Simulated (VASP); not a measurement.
Input of a VASP 6.6.1 run:

Contents of INCAR:

```
SYSTEM = YbN
  PREC = Accurate
  ENCUT = 520
  EDIFF = 1E-6
  ISMEAR = 0
  SIGMA = 0.05
  LREAL = .FALSE.
  LASPH = .TRUE.
  NELM = 150
  ALGO = Normal
  ISIF = 2
  LWAVE = .FALSE.
  LCHARG = .FALSE.
  ISPIN = 2
  MAGMOM = 1.08 0.01
  LORBIT = 11
  LMAXMIX = 6
  LDAU = .TRUE.
  LDAUTYPE = 2
  LDAUL = 3 -1
  LDAUU = 6 0
  LDAUJ = 0 0
  LDAUPRINT = 1
  GGA = PE
  NBANDS = 26
```

The input KPOINTS:

```
Automatic mesh
0
G
  8 8 8
  0 0 0
```

POSCAR

```
YbN
1.0
    0.0000000000      2.5329652143      2.5329652143
    2.5329652143      0.0000000000      2.5329652143
    2.5329652143      2.5329652143      0.0000000000
Yb N
1 1
Direct
    0.0000000000      0.0000000000      0.0000000000
    0.2500000000      0.2500000000      0.2500000000
```

Potentials or basis: VASP PAW PBE potentials, release 64 (Yb, N).

The run is started by

```console
$ cat potpaw_PBE.64/Yb/POTCAR potpaw_PBE.64/N/POTCAR > POTCAR
$ mpirun -np 1 vasp_std > vasp.out
```

Question: Estimate the pressure.

Answer: 7.9 GPa.

Question: Estimate the net moment.

Answer: 1.00 μB per cell.

Question: Estimate the band gap on the k mesh.

Answer: Zero (filled and empty bands overlap).

Question: Predict the site moments.

Answer: Yb +0.59; N +0.32 μB.

Eigenvalues of the final occupation matrices:
```
    site  spin  trace                         eigenvalues
site 1 f     1   7.01  1.00 1.00 1.00 1.00 1.00 1.00 1.00
site 1 f     2   6.47  0.83 0.83 0.83 0.99 0.99 0.99 0.99
```

Caveat: the cell stands under pressure; spin-orbit coupling is left out, which moves the levels of the heavy elements. The state reached can hang on the start; a lower one may exist.
